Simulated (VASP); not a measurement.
Here is a VASP 6.6.1 calculation.

INCAR

```
SYSTEM = ZnS
PREC = Accurate ; ENCUT = 520
EDIFF = 1E-7 ; ISMEAR = 0
SIGMA = 0.05 ; LREAL = .FALSE.
LASPH = .TRUE. ; NELM = 100
ALGO = Normal ; ISIF = 2
LWAVE = .FALSE. ; LCHARG = .FALSE.
GGA = PE ; NBANDS = 16
```

The input KPOINTS:

```
Automatic mesh
0
G
  10 10 10
  0 0 0
```

Contents of POSCAR:

```
ZnS
1.0
    0.0000000000      2.6640802500      2.6235105000
    2.6640802500      0.0000000000      2.6235105000
    2.6640802500      2.6640802500      0.0000000000
Zn S
1 1
Direct
    0.0000000000      0.0000000000      0.0000000000
    0.7500000000      0.7500000000      0.7500000000
```

Potentials or basis: VASP PAW PBE potentials, release 64 (Zn, S).

The run is started by

```bash
$ cat potpaw_PBE.64/Zn/POTCAR potpaw_PBE.64/S/POTCAR > POTCAR
$ mpirun -np 1 vasp_std > vasp.out
```

(1) Predict the pressure.

(2) Estimate the band gap on the k mesh.

Results:

(1) 6.8 GPa.

(2) 2.34 eV, direct.

Caveat: the cell differs from its parent crystal (strain -0.015 along x and y, -0.030 along z).
